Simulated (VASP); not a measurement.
# Zn3GeO: single point with PBE

Zn3GeO:

```
Zn Ge O
1.0
     4.65847    0.00000    0.00000
     0.00000    4.65847    0.00000
     0.00000    0.00000    4.65847
Zn Ge O
3 1 1
Cartesian
  0.0000 2.3292 2.3292
  2.3292 0.0000 2.3292
  2.3292 2.3292 0.0000
  2.3292 2.3292 2.3292
  0.0000 0.0000 0.0000
```

The cell was built from a structure type or drawn by symmetry, and may not be a known phase.

```
Program             : VASP 6.6.1
Task                : single point
Functional          : PBE
Potentials or basis : VASP PAW PBE potentials, release 64 (Zn, Ge_d, O)
Cutoff              : 520 eV
k mesh              : 8 × 8 × 8
Occupations         : gaussian, width 0.1 eV
Spin                : no spin polarisation
```

* Pressure: 0.1 GPa
* Band gap on the k mesh: zero (bands 28 and 29 overlap by 0.12 eV)

Levels at points of the mesh, in eV from the Fermi level:
```
           k point  band 24  band 25  band 26  band 27  band 28  band 29  band 30  band 31  band 32  band 33
(0.00, 0.00, 0.00)    -2.85    -2.85    -0.44    -0.44    -0.05    -0.05    -0.05     1.04     6.45     6.45
(0.50, 0.00, 0.00)    -2.13    -2.13    -1.03    -0.37    -0.37    -0.08     1.79     4.23     4.30     4.30
(0.50, 0.50, 0.00)    -4.63    -1.54    -0.19    -0.05    -0.05     0.38     0.52     3.86     3.86     5.59
(0.50, 0.50, 0.50)    -3.87    -3.87    -1.40    -1.40    -1.40     2.38     2.38     2.38     7.32     7.32
```

Wall time 51 s on 1 thread of Intel(R) Xeon(R) 6975P-C (Granite Rapids) (shared host), peak memory 0.27 GiB.
